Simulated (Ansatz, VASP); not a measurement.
# One calculation of MgO, two programs

The input INCAR:

```
SYSTEM = MgO
ALGO = Normal
EDIFF = 1E-6
ENCUT = 520
GGA = PE
ISIF = 2
ISMEAR = -1
LASPH = .True.
LCHARG = .True.
LELF = .True.
LREAL = .False.
LVHAR = .True.
LWAVE = .False.
NBANDS = 11
NELM = 80
PREC = Accurate
SIGMA = 0.08
```

KPOINTS

```
k-points
0
Gamma
  15 15 15
  0 0 0
```

POSCAR

```
MgO
1.0
    2.4692076818      0.0000000000      0.0000000000
    0.0000000000      2.4692076818      0.0000000000
    0.0000000000      0.0000000000      2.4692076818
Mg O
1 1
Direct
    0.0000000000      0.0000000000      0.0000000000
    0.5000000000      0.5000000000      0.5000000000
```

Input for Ansatz:

```yaml
crystal:
  lattice:
    - [2.4692076818, 0.0, 0.0]
    - [0.0, 2.4692076818, 0.0]
    - [0.0, 0.0, 2.4692076818]
  atoms:
    - { symbol: Mg, position: [0.0, 0.0, 0.0] }
    - { symbol: O, position: [0.5, 0.5, 0.5] }
kpoints:
  mp_grid: { grid: [15, 15, 15] }
scf:
  occupations: { method: fermi_dirac, width: 0.08 }
hamiltonian:
  xc: pbe
  pseudopotentials: { kind: all_electron, lapw: { basis_error: 0.001 } }
output:
  forces: true
  stress: true
  eigenvalues: true
  populations: true
```

Change from the starting cell: volume scaled by 0.8, LAPW.

Alike in both runs: task single point; functional PBE; k mesh 15 × 15 × 15; occupations fermi-dirac, width 0.08 eV; no spin polarisation.

```csv
,VASP,Ansatz
version,VASP 6.6.1,Ansatz 0.2.0
potentials or method,"VASP PAW PBE potentials, release 64 (Mg, O), cutoff 520 eV","all-electron LAPW, scalar-relativistic"
```

```tsv
	VASP	Ansatz	Ansatz less VASP
gap on the k mesh at the Fermi level (eV)	4.58	4.59	+0.008
pressure (GPa)	48.1	48.9	+0.80
```

Both programs put the cell under a high pressure, so it lies far from rest at this level. Ansatz ran all-electron here, and VASP with PAW potentials.
